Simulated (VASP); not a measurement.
# Pb (Fm-3m) in VASP: further runs

The runs below take Pb through single point, with r2SCAN+rVV10.

Everything below comes from runs of VASP 6.6.1. Logs are shortened: lines on timing, memory, paths and dates and some standing lists are left out, and cuts for length are marked.

## (1) The cell of the first run

Symmetry: Fm-3m, No. 225, cubic system. The conventional cell has a = 4.883 Å, b = 4.883 Å, c = 4.883 Å, α = 90.00°, β = 90.00°, γ = 90.00°. Within 4.5 Å of Pb (site symmetry m-3m) lie 12 Pb at 3.45 Å.

## (2) Single point, r2SCAN+rVV10

Contents of POSCAR:

```
Pb
1.0
    0.0000000000      2.4415696833      2.4415696833
    2.4415696833      0.0000000000      2.4415696833
    2.4415696833      2.4415696833      0.0000000000
Pb
1
Direct
    0.0000000000      0.0000000000      0.0000000000
```

Contents of INCAR.step1:

```
PREC = Accurate
ENCUT = 520
ISMEAR = -1
SIGMA = 0.05
LREAL = F
LASPH = T
NELM = 100
NBANDS = 13
GGA = PE
ALGO = Normal
EDIFF = 1E-4
LWAVE = T
LCHARG = F
```

Contents of INCAR.step2:

```
PREC = Accurate
ENCUT = 520
EDIFF = 1E-7
ISMEAR = -1
SIGMA = 0.05
LREAL = F
LASPH = T
NELM = 100
ALGO = Normal
ISIF = 2
LWAVE = F
LCHARG = F
METAGGA = R2SCAN
LMIXTAU = T
LUSE_VDW = T
IVDW_NL = 2
BPARAM = 11.95
CPARAM = 0.0093
NBANDS = 13
ISTART = 1
```

Contents of KPOINTS:

```
Automatic mesh
0
Gamma
  9 9 9
```

Potentials or basis: VASP PAW PBE potentials, release 64 (Pb_d).

The run is started by

```bash
$ cat potpaw_PBE.64/Pb_d/POTCAR > POTCAR
$ cp INCAR.step1 INCAR
$ mpirun -np 1 vasp_std > vasp.out
$ cp INCAR.step2 INCAR
$ mpirun -np 1 vasp_std > vasp.out
```

OUTCAR:

```text
PREC = Accurate
   ENCUT = 520
   EDIFF = 1E-7
   ISMEAR = -1
   LREAL = F
   LASPH = T
   NELM = 100
   ISIF = 2
   METAGGA = R2SCAN
   IVDW_NL = 2
   BPARAM = 11.95
   ISTART = 1

 ion  position               nearest neighbor table
   1  0.000  0.000  0.000-

  LATTYP: Found a face centered cubic cell.
 ALAT       =     4.8831393666

  Lattice vectors:

 A1 = (   0.0000000000,   2.4415696833,   2.4415696833)
 A2 = (   2.4415696833,   0.0000000000,   2.4415696833)
 A3 = (   2.4415696833,   2.4415696833,   0.0000000000)

Analysis of symmetry for initial positions (statically):
[... 5 lines left out ...]
 face centered cubic supercell.

 Subroutine GETGRP returns: Found 48 space group operations
 (whereof 48 operations were pure point group operations)
 out of a pool of 48 trial point group operations.

The static configuration has the point symmetry O_h .

Analysis of symmetry for dynamics (positions and initial velocities):
[... 5 lines left out ...]
 face centered cubic supercell.

 Subroutine GETGRP returns: Found 48 space group operations
 (whereof 48 operations were pure point group operations)
 out of a pool of 48 trial point group operations.

The dynamic configuration has the point symmetry O_h .

 Subroutine INISYM returns: Found 48 space group operations
 (whereof 48 operations are pure point group operations),
 and found     1 'primitive' translations

----------------------------------------------------------------------------------------

                                     Primitive cell

  volume of cell :      29.1097

  direct lattice vectors                    reciprocal lattice vectors
     0.000000000  2.441569683  2.441569683    -0.204786291  0.204786291  0.204786291
     2.441569683  0.000000000  2.441569683     0.204786291 -0.204786291  0.204786291
     2.441569683  2.441569683  0.000000000     0.204786291  0.204786291 -0.204786291

  length of vectors
     3.452900960  3.452900960  3.452900960     0.354700261  0.354700261  0.354700261

  position of ions in fractional coordinates (direct lattice)
     0.000000000  0.000000000  0.000000000

  ion indices of the primitive-cell ions
   primitive index   ion index
                 1           1

----------------------------------------------------------------------------------------

 KPOINTS: Automatic mesh

Automatic generation of k-mesh.
 Grid dimensions read from file:
 generate k-points for:    9    9    9

 Generating k-lattice:

  Cartesian coordinates                     Fractional coordinates (reciprocal lattice)
[... 61 lines left out ...]
   LREAL  =      F    real-space projection
   EDIFFG = 0.1E-05   stopping-criterion for IOM
   NSW    =      0    number of steps for IOM
   IBRION =     -1    ionic relax: 0-MD 1-quasi-New 2-CG
   NFREE  =      0    steps in history (QN), initial steepest desc. (CG)
   ISIF   =      2    stress and relaxation
   ISYM   =      2    0-nonsym 1-usesym 2-fastsym
   POTIM  = 0.5000    time-step for ionic-motion
   TEBEG  =    0.0;   TEEND  =   0.0 temperature during run
   PSTRESS=    0.0 pullay stress
   NELECT =      14.0000    total number of electrons
   NUPDOWN=      -1.0000    fix difference up-down
   EMIN   =  10.00;   EMAX   =-10.00  energy-range for DOS
   EFERMI =   0.00;   METHOD = LEGACY
   ISMEAR =    -1;   SIGMA  =   0.05  broadening in eV -4-tet -1-fermi 0-gaus
   EFERMI_NEDOS =   21; number of points for ismear=-14 and -15
   IALGO  =     38    algorithm
   IMIX   =      4    mixing-type and parameters
     AMIX     =   0.40;   BMIX     =  1.00
     AMIX_MAG =   1.60;   BMIX_MAG =  1.00
  volume/ion in A,a.u.               =      29.11       196.44
  Fermi-wavevector in a.u.,A,eV,Ry     =   1.282641  2.423840 22.383862  1.645167
  Thomas-Fermi vector in A             =   2.414940
   LORBIT       =      0    0 simple, 1 ext, 2 COOP (PROOUT), +10 PAW based schemes
   METAGGA = R2SCAN    functional components
   LHFCALC =     F    Hartree Fock is set to
   AEXX    =    0.0000 exact exchange contribution
   IVDW_NL    =     2    kernel type
   BPARAM     =11.9500
   IVDW    =     0    specifies the selected vdW correction
   LEPSILON=     F    determine dielectric tensor
   LRPA    =     F    only Hartree local field effects (RPA)
 non-spin polarized calculation
  energy-cutoff  :      520.00
  volume of cell :       29.11
 maximum number of plane-waves:       801
 NGX is ok and might be reduce to    28
   NGX = 13   NGY = 13   NGZ = 13

 number of electron      13.9999999 magnetization

 Free energy of the ion-electron system (eV)
  ---------------------------------------------------
  ext. energy  EPLUGINS =         0.00000000
  ---------------------------------------------------
  free energy    TOTEN  =       -55.92363934 eV

  energy without entropy =      -55.92012829  energy(sigma->0) =      -55.92188381

 E-fermi :   7.4771     XC(G=0): -11.1837

 val. band max:        7.4702409677   @ k =  -0.2222   0.3333   0.1111
 cond. band min:       7.7605975351   @ k =   0.3333   0.3333   0.0000
 fundamental gap:      0.2903565674
 Fermi energy:         7.4770928590

 k-point     1 :       0.0000    0.0000    0.0000
  band No.  band energies     occupation
      1     -10.0611      2.00000
      2     -10.0611      2.00000
      3     -10.0611      2.00000
      4      -9.8923      2.00000
      5      -9.8923      2.00000
      6      -4.9249      2.00000
      7      15.7570      0.00000
      8      15.7570      0.00000
      9      15.7570      0.00000
     10      18.0993      0.00000
     11      20.5089      0.00000
     12      21.0768      0.00000
     13      21.0768      0.00000
[... 354 lines left out ...]
  band No.  band energies     occupation
      1     -10.2565      2.00000
      2     -10.1468      2.00000
      3      -9.7483      2.00000
      4      -9.7008      2.00000
      5      -9.7008      2.00000
      6       0.2325      2.00000
      7       4.7027      2.00000
      8       9.9487      0.00000
      9       9.9487      0.00000
     10      13.7899      0.00000
     11      14.8613      0.00000
     12      27.2104      0.00000
     13      29.2504      0.00000

 [... further k-points ...]
[... 5 lines left out ...]
  --------------------------------------------------------------------------------------
  -------------------------------------------------------------------------------------
  Total        0.4490468      0.4490468      0.4490468     -0.0000000     -0.0000000      0.0000000
  in kB       24.7152399     24.7152399     24.7152399     -0.0000000     -0.0000000      0.0000000
  external PRESSURE =      24.7152399 kB  Pullay stress =       0.0000000 kB

 VOLUME and BASIS-vectors are now :
 -----------------------------------------------------------------------------
  energy-cutoff  :      520.00
  volume of cell :       29.11
      direct lattice vectors                 reciprocal lattice vectors
     0.000000000  2.441569683  2.441569683    -0.204786291  0.204786291  0.204786291
     2.441569683  0.000000000  2.441569683     0.204786291 -0.204786291  0.204786291
     2.441569683  2.441569683  0.000000000     0.204786291  0.204786291 -0.204786291

 POSITION                                       TOTAL-FORCE (eV/Angst)
 -----------------------------------------------------------------------------------
      0.00000      0.00000      0.00000         0.000000      0.000000      0.000000
 -----------------------------------------------------------------------------------
    total drift:                               -0.000000     -0.000000     -0.000000

  FREE ENERGIE OF THE ION-ELECTRON SYSTEM (eV)
  ---------------------------------------------------
  free  energy   TOTEN  =       -55.9236393352 eV

  energy  without entropy=      -55.9201282942  energy(sigma->0) =      -55.92188381
```

It took 42 s on 1 thread of Intel Xeon 6975P-C (Granite Rapids), shared host; peak memory 0.26 GiB.

Results:

```yaml
Free_energy: -55.9236 eV
Pressure: 2.5 GPa
Band_gap_on_the_k_mesh: zero (band 7 reaches 15.76 eV, above the bottom of band 8 at 5.93 eV)
```

Caveat: the PAW data sets were made with another functional, which shifts forces and pressure a little; spin-orbit coupling is left out, which moves the levels of the heavy elements.

## (3) Single point, r2SCAN+rVV10

This run uses another cell than the first one, of 29.72 Å³/atom, 1.021 times its volume.

Contents of POSCAR:

```
Pb
1.0
    0.0000000000      2.4584086270      2.4584086270
    2.4584086270      0.0000000000      2.4584086270
    2.4584086270      2.4584086270      0.0000000000
Pb
1
Direct
    0.0000000000      0.0000000000      0.0000000000
```

Contents of INCAR.step1:

```
  PREC = Accurate
  ENCUT = 520
  ISMEAR = -1
  SIGMA = 0.05
  LREAL = False
  LASPH = True
  NELM = 100
  NBANDS = 13
  GGA = PE
  ALGO = Normal
  EDIFF = 1E-4
  LWAVE = True
  LCHARG = False
```

Contents of INCAR.step2:

```
  PREC = Accurate
  ENCUT = 520
  EDIFF = 1E-7
  ISMEAR = -1
  SIGMA = 0.05
  LREAL = False
  LASPH = True
  NELM = 100
  ALGO = Normal
  ISIF = 2
  LWAVE = False
  LCHARG = True
  METAGGA = R2SCAN
  LMIXTAU = True
  LUSE_VDW = True
  IVDW_NL = 2
  BPARAM = 11.95
  CPARAM = 0.0093
  LELF = True
  LVHAR = True
  NBANDS = 13
  ISTART = 1
```

Contents of KPOINTS:

```
regular mesh
0
Gamma
  9 9 9
```

Potentials or basis: VASP PAW PBE potentials, release 64 (Pb_d).

The run is started by

```bash
$ cat potpaw_PBE.64/Pb_d/POTCAR > POTCAR
$ cp INCAR.step1 INCAR
$ mpirun -np 1 vasp_std > vasp.out
$ cp INCAR.step2 INCAR
$ mpirun -np 1 vasp_std > vasp.out
```

OUTCAR:

```text
PREC = Accurate
   ENCUT = 520
   EDIFF = 1E-7
   ISMEAR = -1
   LREAL = False
   LASPH = True
   NELM = 100
   ISIF = 2
   METAGGA = R2SCAN
   IVDW_NL = 2
   BPARAM = 11.95
   ISTART = 1

 ion  position               nearest neighbor table
   1  0.000  0.000  0.000-

  LATTYP: Found a face centered cubic cell.
 ALAT       =     4.9168172540

  Lattice vectors:

 A1 = (   0.0000000000,   2.4584086270,   2.4584086270)
[... 554 lines left out ...]
      1     -10.4648      2.00000
      2     -10.3601      2.00000
      3      -9.9876      2.00000
      4      -9.9425      2.00000
      5      -9.9425      2.00000
      6      -0.0057      2.00000
      7       4.5131      2.00000
      8       9.6826      0.00000
      9       9.6826      0.00000
     10      13.4831      0.00000
     11      14.5535      0.00000
     12      26.8477      0.00000
     13      28.7616      0.00000

 [... further k-points ...]
[... 5 lines left out ...]
  --------------------------------------------------------------------------------------
  -------------------------------------------------------------------------------------
  Total        0.2364702      0.2364702      0.2364702     -0.0000000      0.0000000      0.0000000
  in kB       12.7495496     12.7495496     12.7495496     -0.0000000      0.0000000      0.0000000
  external PRESSURE =      12.7495496 kB  Pullay stress =       0.0000000 kB

 VOLUME and BASIS-vectors are now :
 -----------------------------------------------------------------------------
  energy-cutoff  :      520.00
  volume of cell :       29.72
      direct lattice vectors                 reciprocal lattice vectors
     0.000000000  2.458408627  2.458408627    -0.203383601  0.203383601  0.203383601
     2.458408627  0.000000000  2.458408627     0.203383601 -0.203383601  0.203383601
     2.458408627  2.458408627  0.000000000     0.203383601  0.203383601 -0.203383601

 POSITION                                       TOTAL-FORCE (eV/Angst)
 -----------------------------------------------------------------------------------
      0.00000      0.00000      0.00000         0.000000     -0.000000     -0.000000
 -----------------------------------------------------------------------------------
    total drift:                               -0.000000     -0.000000     -0.000000

  FREE ENERGIE OF THE ION-ELECTRON SYSTEM (eV)
  ---------------------------------------------------
  free  energy   TOTEN  =       -55.9310143244 eV

  energy  without entropy=      -55.9277277671  energy(sigma->0) =      -55.92937105
```

OSZICAR.step1:

```text
N       E                     dE             d eps       ncg     rms          rms(c)
DAV:   1     0.109164643075E+03    0.10916E+03   -0.70343E+03   915   0.125E+03
DAV:   2     0.184241206074E+01   -0.10732E+03   -0.10376E+03   940   0.314E+02
DAV:   3    -0.344552160971E+01   -0.52879E+01   -0.52692E+01  1141   0.757E+01
DAV:   4    -0.356696598972E+01   -0.12144E+00   -0.12142E+00  1150   0.120E+01
DAV:   5    -0.357209354870E+01   -0.51276E-02   -0.51274E-02  1275   0.233E+00    0.546E-01
DAV:   6    -0.356217423808E+01    0.99193E-02   -0.12988E-02  1188   0.204E+00    0.270E-01
DAV:   7    -0.355971014371E+01    0.24641E-02   -0.57858E-03  1180   0.127E+00    0.886E-02
DAV:   8    -0.355962667043E+01    0.83473E-04   -0.41677E-04  1170   0.326E-01
   1 F= -.35596267E+01 E0= -.35580986E+01  d E =-.305612E-02
```

Run time: 42 s. Hardware: 1 thread of Intel Xeon 6975P-C (Granite Rapids), shared host; peak memory 0.26 GiB.

What came out:

* Free energy: -55.9310 eV
* Pressure: 1.3 GPa
* Band gap on the k mesh: zero (band 7 reaches 15.34 eV, above the bottom of band 8 at 5.73 eV)

Caveat: the PAW data sets were made with another functional, which shifts forces and pressure a little; spin-orbit coupling is left out, which moves the levels of the heavy elements.

## (4) Single point, r2SCAN+rVV10

This run uses another cell than the first one, of 30.32 Å³/atom, 1.042 times its volume.

Contents of POSCAR:

```
Pb
1.0
    0.0000000000      2.4750200000      2.4750200000
    2.4750200000      0.0000000000      2.4750200000
    2.4750200000      2.4750200000      0.0000000000
Pb
1
Direct
    0.0000000000      0.0000000000      0.0000000000
```

Contents of INCAR.step1:

```
PREC     = Accurate       # precision mode
ENCUT    = 520            # plane-wave cutoff, eV
ISMEAR   = -1             # smearing method
SIGMA    = 0.05           # smearing width, eV
LREAL    = False          # projectors in reciprocal space
LASPH    = True           # aspherical terms in the spheres
NELM     = 100            # most SCF steps
NBANDS   = 13             # bands
GGA      = PE             # functional
ALGO     = Normal         # electronic algorithm
EDIFF    = 1E-4           # SCF threshold, eV
LWAVE    = True           # write WAVECAR
LCHARG   = False          # write CHGCAR
```

Contents of INCAR.step2:

```
PREC     = Accurate       # precision mode
ENCUT    = 520            # plane-wave cutoff, eV
EDIFF    = 1E-6           # SCF threshold, eV
ISMEAR   = -1             # smearing method
SIGMA    = 0.05           # smearing width, eV
LREAL    = False          # projectors in reciprocal space
LASPH    = True           # aspherical terms in the spheres
NELM     = 100            # most SCF steps
ALGO     = Normal         # electronic algorithm
ISIF     = 2              # what is computed and relaxed
LWAVE    = False          # write WAVECAR
LCHARG   = False          # write CHGCAR
METAGGA  = R2SCAN         # meta-GGA
LMIXTAU  = True         
LUSE_VDW = True         
IVDW_NL  = 2            
BPARAM   = 11.95        
CPARAM   = 0.0093       
NBANDS   = 13             # bands
ISTART   = 1
```

Contents of KPOINTS:

```
Automatic mesh
0
Gamma
  9 9 9
```

The run is started by

```bash
$ cat potpaw_PBE.64/Pb_d/POTCAR > POTCAR
$ cp INCAR.step1 INCAR
$ mpirun -np 1 vasp_std > vasp.out
$ cp INCAR.step2 INCAR
$ mpirun -np 1 vasp_std > vasp.out
```

Wall time 42 s (1 thread of Intel Xeon 6975P-C (Granite Rapids), shared host); peak memory 0.26 GiB.

It converged, with:

| Item | Value |
| --- | --- |
| Free energy | -55.9341 eV |
| Pressure | 0.2 GPa |
| Band gap on the k mesh | zero (band 7 reaches 14.94 eV, above the bottom of band 8 at 5.55 eV) |

Levels at points of the mesh, in eV from the Fermi level:
```csv
k point,band 4,band 5,band 6,band 7,band 8,band 9,band 10,band 11
"(0.00, 0.00, 0.00)",-17.38,-17.38,-12.13,7.91,7.91,7.91,10.58,12.45
```

Caveat: the PAW data sets were made with another functional, which shifts forces and pressure a little; spin-orbit coupling is left out, which moves the levels of the heavy elements.

## (5) Single point, r2SCAN+rVV10

This run uses another cell than the first one, of 30.93 Å³/atom, 1.062 times its volume.

Contents of POSCAR:

```
Pb
1.0
    0.0000000000      2.4914113386      2.4914113386
    2.4914113386      0.0000000000      2.4914113386
    2.4914113386      2.4914113386      0.0000000000
Pb
1
Direct
    0.0000000000      0.0000000000      0.0000000000
```

Contents of INCAR.step1:

```
SYSTEM = Pb
PREC = Accurate
ENCUT = 520
ISMEAR = -1
SIGMA = 0.05
LREAL = .False.
LASPH = .True.
NELM = 80
NBANDS = 13
GGA = PE
ALGO = Normal
EDIFF = 1E-4
LWAVE = .True.
LCHARG = .False.
```

Contents of INCAR.step2:

```
SYSTEM = Pb
PREC = Accurate
ENCUT = 520
EDIFF = 1E-6
ISMEAR = -1
SIGMA = 0.05
LREAL = .False.
LASPH = .True.
NELM = 80
ALGO = Normal
ISIF = 2
LWAVE = .False.
LCHARG = .False.
METAGGA = R2SCAN
LMIXTAU = .True.
LUSE_VDW = .True.
IVDW_NL = 2
BPARAM = 11.95
CPARAM = 0.0093
NBANDS = 13
ISTART = 1
```

Contents of KPOINTS:

```
regular mesh
0
Gamma
  9 9 9
  0 0 0
```

The run is started by

```bash
$ cat potpaw_PBE.64/Pb_d/POTCAR > POTCAR
$ cp INCAR.step1 INCAR
$ mpirun -np 1 vasp_std > vasp.out
$ cp INCAR.step2 INCAR
$ mpirun -np 1 vasp_std > vasp.out
```

Wall time 41 s (1 thread of Intel Xeon 6975P-C (Granite Rapids), shared host); peak memory 0.26 GiB.

It converged, with:

| Property | Result |
| --- | --- |
| Free energy | -55.9334 eV |
| Pressure | -0.7 GPa |
| Band gap on the k mesh | zero (band 7 reaches 14.56 eV, above the bottom of band 8 at 5.37 eV) |

Levels at points of the mesh, in eV from the Fermi level:
```
           k point  band 4  band 5  band 6  band 7  band 8  band 9  band 10  band 11
(0.00, 0.00, 0.00)  -17.38  -17.38  -12.00    7.74    7.74    7.74    10.55    12.18
```

Caveat: the PAW data sets were made with another functional, which shifts forces and pressure a little; spin-orbit coupling is left out, which moves the levels of the heavy elements.

## (6) The runs side by side

```tsv
cell	gap on the mesh (eV)	pressure (GPa)
a = 3.453 Å, angles 60.0°, 1 atom	none	2.5
a = 3.477 Å, angles 60.0°, 1 atom	none	1.3
a = 3.500 Å, angles 60.0°, 1 atom	none	0.2
a = 3.523 Å, angles 60.0°, 1 atom	none	-0.7
```

Alike in all rows: task single point; level r2SCAN+rVV10; potentials or basis VASP PAW PBE potentials, release 64 (Pb_d); no spin polarisation; k mesh 9 × 9 × 9; cutoff (eV) 520; smearing fermi-dirac 0.05 eV.

Caveats: the PAW data sets were made with another functional, which shifts forces and pressure a little; spin-orbit coupling is left out, which moves the levels of the heavy elements.

Absolute energies hang on the potentials; compare differences alone.
